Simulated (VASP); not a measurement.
# Tc (P6_3/mmc) in VASP: single point with LDA

Aim: the single point of Tc with LDA.

All numbers are computed with VASP 6.6.1; they aren't measurements. Logs are shortened: lines on timing, memory, paths and dates and some standing lists are left out, and cuts for length are marked.

## Step 1: The cell of the first run

It takes space group P6_3/mmc (No. 194, hexagonal). Conventional cell: a = 2.891 Å, b = 2.891 Å, c = 7.435 Å, α = 90.00°, β = 90.00°, γ = 120.00°. Within 3.8 Å of Tc (site symmetry -6m2) lie 6 Tc at 2.89 Å.

## Step 2: Single point, LDA

Input file INCAR:

```
  ALGO = Normal
  EDIFF = 1E-7
  ENCUT = 520
  GGA = CA
  ISIF = 2
  ISMEAR = -1
  LASPH = True
  LCHARG = False
  LREAL = False
  LWAVE = False
  NBANDS = 20
  NELM = 80
  PREC = Accurate
  SIGMA = 0.1
```

Input file KPOINTS:

```
k-points
0
Gamma
  9 9 3
```

Input file POSCAR:

```
Tc
1.0
    2.8907180000      0.0000000000      0.0000000000
   -1.4453590000      2.5034350000      0.0000000000
    0.0000000000      0.0000000000      7.4353130000
Tc
2
Direct
    0.3333333333      0.6666666667      0.2500000000
    0.6666666667      0.3333333333      0.7500000000
```

Potentials or basis: VASP PAW LDA potentials, release 64 (Tc_pv).

On the command line:

```console
$ cat potpaw_LDA.64/Tc_pv/POTCAR > POTCAR
$ mpirun -np 1 vasp_std > vasp.out
```

OUTCAR:

```text
EDIFF = 1E-7
   ENCUT = 520
   GGA = CA
   ISIF = 2
   ISMEAR = -1
   LASPH = True
   LREAL = False
   NELM = 80
   PREC = Accurate

 ion  position               nearest neighbor table
   1  0.333  0.667  0.250-
   2  0.667  0.333  0.750-

  LATTYP: Found a hexagonal cell.
 ALAT       =     2.8907180000
 C/A-ratio  =     2.5721336360

  Lattice vectors:

 A1 = (   2.8907180000,   0.0000000000,   0.0000000000)
 A2 = (  -1.4453590000,   2.5034350000,   0.0000000000)
 A3 = (   0.0000000000,   0.0000000000,   7.4353130000)

Analysis of symmetry for initial positions (statically):
=====================================================================
 Subroutine PRICEL returns:
 Original cell was already a primitive cell.

 Routine SETGRP: Setting up the symmetry group for a
 hexagonal supercell.

 Subroutine GETGRP returns: Found 24 space group operations
 (whereof 12 operations were pure point group operations)
 out of a pool of 24 trial point group operations.

The static configuration has the point symmetry D_3d.
 The point group associated with its full space group is D_6h.

Analysis of symmetry for dynamics (positions and initial velocities):
=====================================================================
 Subroutine PRICEL returns:
 Original cell was already a primitive cell.

 Routine SETGRP: Setting up the symmetry group for a
 hexagonal supercell.

 Subroutine GETGRP returns: Found 24 space group operations
 (whereof 12 operations were pure point group operations)
 out of a pool of 24 trial point group operations.

The dynamic configuration has the point symmetry D_3d.
 The point group associated with its full space group is D_6h.

 Subroutine INISYM returns: Found 24 space group operations
 (whereof 12 operations are pure point group operations),
 and found     1 'primitive' translations

----------------------------------------------------------------------------------------

                                     Primitive cell

  volume of cell :      53.8073

  direct lattice vectors                    reciprocal lattice vectors
     2.890718000  0.000000000  0.000000000     0.345934816  0.199725577  0.000000000
    -1.445359000  2.503435000  0.000000000     0.000000000  0.399451154  0.000000000
     0.000000000  0.000000000  7.435313000     0.000000000  0.000000000  0.134493329

  length of vectors
     2.890718000  2.890717807  7.435313000     0.399451127  0.399451154  0.134493329

  position of ions in fractional coordinates (direct lattice)
     0.333333333  0.666666667  0.250000000
     0.666666667  0.333333333  0.750000000

  ion indices of the primitive-cell ions
   primitive index   ion index
                 1           1
                 2           2

----------------------------------------------------------------------------------------

 KPOINTS: k-points

Automatic generation of k-mesh.
 Grid dimensions read from file:
 generate k-points for:    9    9    3

 Generating k-lattice:

  Cartesian coordinates                     Fractional coordinates (reciprocal lattice)
     0.038437202  0.022191731  0.000000000     0.111111111  0.000000000  0.000000000
     0.000000000  0.044383462  0.000000000     0.000000000  0.111111111  0.000000000
     0.000000000  0.000000000  0.044831110     0.000000000  0.000000000  0.333333333

  Length of vectors
     0.044383459  0.044383462  0.044831110

  Shift w.r.t. Gamma in fractional coordinates (k-lattice)
     0.000000000  0.000000000  0.000000000

 Subroutine IBZKPT returns following result:
 ===========================================

 Found     24 irreducible k-points:

 Following reciprocal coordinates:
            Coordinates               Weight
  0.000000  0.000000  0.000000      1.000000
  0.111111  0.000000  0.000000      6.000000
  0.222222  0.000000  0.000000      6.000000
  0.333333 -0.000000  0.000000      6.000000
  0.444444  0.000000  0.000000      6.000000
  0.111111  0.111111  0.000000      6.000000
[... 16 lines left out ...]
  0.333333  0.222222  0.333333     24.000000
  0.333333  0.333333  0.333333      4.000000
   k-points           NKPTS =     24   k-points in BZ     NKDIM =     24   number of bands    NBANDS=     20
   number of dos      NEDOS =    301   number of ions     NIONS =      2
   total plane-waves  NPLWV =  32256
   dimension x,y,z NGX =    24 NGY =   24 NGZ =   56
   dimension x,y,z NGXF=    48 NGYF=   48 NGZF=  112
   ions per type =               2
   NGX,Y,Z   is equivalent  to a cutoff of  13.80, 13.80, 12.52 a.u.
   NGXF,Y,Z  is equivalent  to a cutoff of  27.60, 27.60, 25.04 a.u.
 SYSTEM =  unknown system
   PREC   = accura    normal or accurate (medium, high low for compatibility)
   ISTART =      0    job   : 0-new  1-cont  2-samecut
   ICHARG =      2    charge: 1-file 2-atom 10-const
   ISPIN  =      1    spin polarized calculation?
   LNONCOLLINEAR =      F non collinear calculations
   LSORBIT =      F    spin-orbit coupling
   LASPH  =      T    aspherical Exc in radial PAW
   ENCUT  =  520.0 eV  38.22 Ry    6.18 a.u.   5.37  5.37 13.82*2*pi/ulx,y,z
   NELM   =     80;   NELMIN=  2; NELMDL= -5     # of ELM steps
   EDIFF  = 0.1E-06   stopping-criterion for ELM
   LREAL  =      F    real-space projection
   EDIFFG = 0.1E-05   stopping-criterion for IOM
   NSW    =      0    number of steps for IOM
   IBRION =     -1    ionic relax: 0-MD 1-quasi-New 2-CG
   NFREE  =      0    steps in history (QN), initial steepest desc. (CG)
   ISIF   =      2    stress and relaxation
   ISYM   =      2    0-nonsym 1-usesym 2-fastsym
   POTIM  = 0.5000    time-step for ionic-motion
   TEBEG  =    0.0;   TEEND  =   0.0 temperature during run
   PSTRESS=    0.0 pullay stress
   NELECT =      26.0000    total number of electrons
   NUPDOWN=      -1.0000    fix difference up-down
   EMIN   =  10.00;   EMAX   =-10.00  energy-range for DOS
   EFERMI =   0.00;   METHOD = LEGACY
   ISMEAR =    -1;   SIGMA  =   0.10  broadening in eV -4-tet -1-fermi 0-gaus
   EFERMI_NEDOS =   21; number of points for ismear=-14 and -15
   IALGO  =     38    algorithm
   IMIX   =      4    mixing-type and parameters
     AMIX     =   0.40;   BMIX     =  1.00
     AMIX_MAG =   1.60;   BMIX_MAG =  1.00
  volume/ion in A,a.u.               =      26.90       181.55
  Fermi-wavevector in a.u.,A,eV,Ry     =   1.284652  2.427640 22.454115  1.650331
  Thomas-Fermi vector in A             =   2.416833
   LORBIT       =      0    0 simple, 1 ext, 2 COOP (PROOUT), +10 PAW based schemes
   GGA     = CA    functional components
   LHFCALC =     F    Hartree Fock is set to
   AEXX    =    0.0000 exact exchange contribution
   IVDW    =     0    specifies the selected vdW correction
   LEPSILON=     F    determine dielectric tensor
   LRPA    =     F    only Hartree local field effects (RPA)
 non-spin polarized calculation
  energy-cutoff  :      520.00
  volume of cell :       53.81
 maximum number of plane-waves:      1486
 NGX is ok and might be reduce to    24
   NGX = 11   NGY = 11   NGZ = 27

 number of electron      25.9999998 magnetization

 Free energy of the ion-electron system (eV)
  ---------------------------------------------------
  ext. energy  EPLUGINS =         0.00000000
  ---------------------------------------------------
  free energy    TOTEN  =       -16.97504439 eV

  energy without entropy =      -16.77695643  energy(sigma->0) =      -16.87600041

 E-fermi :   4.5204     XC(G=0): -10.4466

 val. band max:        4.5148064105   @ k =   0.4444   0.1111   0.0000
 cond. band min:       4.5472061913   @ k =   0.2222   0.2222   0.3333
 fundamental gap:      0.0323997808
 Fermi energy:         4.5203523700

 k-point     1 :       0.0000    0.0000    0.0000
  band No.  band energies     occupation
      1     -34.2764      2.00000
      2     -34.2611      2.00000
      3     -33.8220      2.00000
      4     -33.8220      2.00000
      5     -33.8215      2.00000
      6     -33.8215      2.00000
[... 12 lines left out ...]
     19       5.5917      0.00004
     20      11.0693      0.00000

 k-point     2 :       0.1111    0.0000    0.0000
  band No.  band energies     occupation
      1     -34.2674      2.00000
      2     -34.2530      2.00000
      3     -33.8866      2.00000
      4     -33.8861      2.00000
      5     -33.8373      2.00000
      6     -33.8367      2.00000
[... 12 lines left out ...]
     19       6.1918      0.00000
     20      11.8687      0.00000

 k-point     3 :       0.2222    0.0000    0.0000
  band No.  band energies     occupation
      1     -34.2446      2.00000
      2     -34.2327      2.00000
      3     -34.0481      2.00000
      4     -34.0475      2.00000
      5     -33.8760      2.00000
      6     -33.8752      2.00000
[... 12 lines left out ...]
     19       7.3620      0.00000
     20      13.5637      0.00000

 k-point     4 :       0.3333   -0.0000    0.0000
  band No.  band energies     occupation
      1     -34.2282      2.00000
      2     -34.2273      2.00000
      3     -34.2182      2.00000
      4     -34.2098      2.00000
      5     -33.9196      2.00000
      6     -33.9187      2.00000
[... 12 lines left out ...]
     19       8.8027      0.00000
     20      14.3939      0.00000

 k-point     5 :       0.4444    0.0000    0.0000
  band No.  band energies     occupation
      1     -34.3438      2.00000
      2     -34.3427      2.00000
      3     -34.2005      2.00000
      4     -34.1953      2.00000
      5     -33.9479      2.00000
      6     -33.9469      2.00000
[... 12 lines left out ...]
     19      10.3208      0.00000
     20      11.9728      0.00000
[... 353 lines left out ...]
      6     -33.9913      2.00000
[... 12 lines left out ...]
     19      11.4010      0.00000
     20      11.6812      0.00000

 k-point    22 :       0.2222    0.2222    0.3333
  band No.  band energies     occupation
      1     -34.2373      2.00000
      2     -34.2370      2.00000
      3     -34.2047      2.00000
      4     -34.2014      2.00000
      5     -34.0099      2.00000
      6     -34.0095      2.00000
[... 12 lines left out ...]
     19      11.3647      0.00000
     20      13.8259      0.00000

 k-point    23 :       0.3333    0.2222    0.3333
  band No.  band energies     occupation
      1     -34.2781      2.00000
      2     -34.2776      2.00000
      3     -34.1916      2.00000
      4     -34.1900      2.00000
      5     -34.0808      2.00000
      6     -34.0804      2.00000
[... 12 lines left out ...]
     19      12.1533      0.00000
     20      12.5968      0.00000

 k-point    24 :       0.3333    0.3333    0.3333
  band No.  band energies     occupation
      1     -34.1996      2.00000
      2     -34.1995      2.00000
      3     -34.1995      2.00000
      4     -34.1986      2.00000
      5     -34.1862      2.00000
      6     -34.1862      2.00000
[... 12 lines left out ...]
     19      11.8754      0.00000
     20      12.3078      0.00000

------------------------ aborting loop because EDIFF is reached ----------------------------------------

  FORCE on cell =-STRESS in cart. coord.  units (eV):
  Direction    XX          YY          ZZ          XY          YZ          ZX
  --------------------------------------------------------------------------------------
  -------------------------------------------------------------------------------------
  Total      -13.9693798    -13.9693774     -7.7557580      0.0000000      0.0000000      0.0000000
  in kB     -415.9550553   -415.9549811   -230.9370066      0.0000000      0.0000000      0.0000000
  external PRESSURE =    -354.2823477 kB  Pullay stress =       0.0000000 kB

 VOLUME and BASIS-vectors are now :
 -----------------------------------------------------------------------------
  energy-cutoff  :      520.00
  volume of cell :       53.81
      direct lattice vectors                 reciprocal lattice vectors
     2.890718000  0.000000000  0.000000000     0.345934816  0.199725577  0.000000000
    -1.445359000  2.503435000  0.000000000     0.000000000  0.399451154  0.000000000
     0.000000000  0.000000000  7.435313000     0.000000000  0.000000000  0.134493329

 POSITION                                       TOTAL-FORCE (eV/Angst)
 -----------------------------------------------------------------------------------
     -0.00000      1.66896      1.85883         0.000000     -0.000000      0.000000
      1.44536      0.83448      5.57648        -0.000000      0.000000      0.000000
 -----------------------------------------------------------------------------------
    total drift:                                0.000000     -0.000000      0.000000

  FREE ENERGIE OF THE ION-ELECTRON SYSTEM (eV)
  ---------------------------------------------------
  free  energy   TOTEN  =       -16.9750443883 eV

  energy  without entropy=      -16.7769564318  energy(sigma->0) =      -16.87600041
```

Run time: 22 s. Hardware: 1 thread of Intel Xeon 8259CL, shared host; peak memory 0.16 GiB.

Results:

| Quantity | Value |
| --- | --- |
| Free energy | -16.9750 eV |
| Pressure | -35.4 GPa |
| Band gap on the k mesh | zero (band 13 reaches 4.90 eV, above the bottom of band 14 at 3.59 eV) |
